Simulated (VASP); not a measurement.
Set up this calculation in VASP 6.6.1, as the native input.

- Task: relaxation of cell and atoms
- Functional: PBE
- Potentials or basis: VASP PAW PBE potentials, release 64 (Ge_d)
- Cutoff: 600 eV
- k mesh: 5 × 5 × 5
- Occupations: fermi-dirac, width 0.05 eV
- Spin: no spin polarisation
- Dipole correction: no
- Further INCAR settings: ALGO = Normal; EDIFF = 1e-07; IBRION = 2; EDIFFG = -0.01; NSW = 80; ISIF = 3

The structure of Ge lies in POSCAR:

```
Ge
1.0
    0.0000000000      2.8286800000      2.8286800000
    2.8286800000      0.0000000000      2.8286800000
    2.8286800000      2.8286800000      0.0000000000
Ge
2
Direct
    0.5000000000      0.5000000000      0.5000000000
    0.7500000000      0.7500000000      0.7500000000
```

These files were run (other wordings do the same):

INCAR

```
PREC = Accurate ; ENCUT = 600
EDIFF = 1E-7 ; ISMEAR = -1
SIGMA = 0.05 ; LREAL = F
LASPH = T ; NELM = 60
ALGO = Normal ; ISIF = 3
LWAVE = F ; LCHARG = F
GGA = PE ; IBRION = 2
NSW = 80 ; EDIFFG = -0.01
```

KPOINTS

```
Automatic mesh
0
Gamma
  5 5 5
```

Potentials or basis: VASP PAW PBE potentials, release 64 (Ge_d).

Command:

```sh
$ cat potpaw_PBE.64/Ge_d/POTCAR > POTCAR
$ mpirun -np 1 vasp_std > vasp.out
```

It gave:

The relaxed volume is 24.04 Å³/atom, the relaxed cell is a = 4.082 Å, b = 4.082 Å, c = 4.082 Å, α = 60.00°, β = 60.00°, γ = 60.00° and the space group after relaxing (to 0.05 Å) is Fd-3m (No. 227). The energy gained by relaxing is 16.1 meV/atom. The ionic steps are 3. The pressure after relaxing is 0.0 GPa. The band gap on the k mesh is zero (filled and empty bands touch).

Caveat: the k points lie up to 0.38 Å⁻¹ apart in the final cell.

Run time: 24 s on 1 thread of Intel(R) Xeon(R) Platinum 8259CL CPU @ 2.50GHz (Skylake/Cascade Lake), with other jobs on the host, peak memory 0.18 GiB.
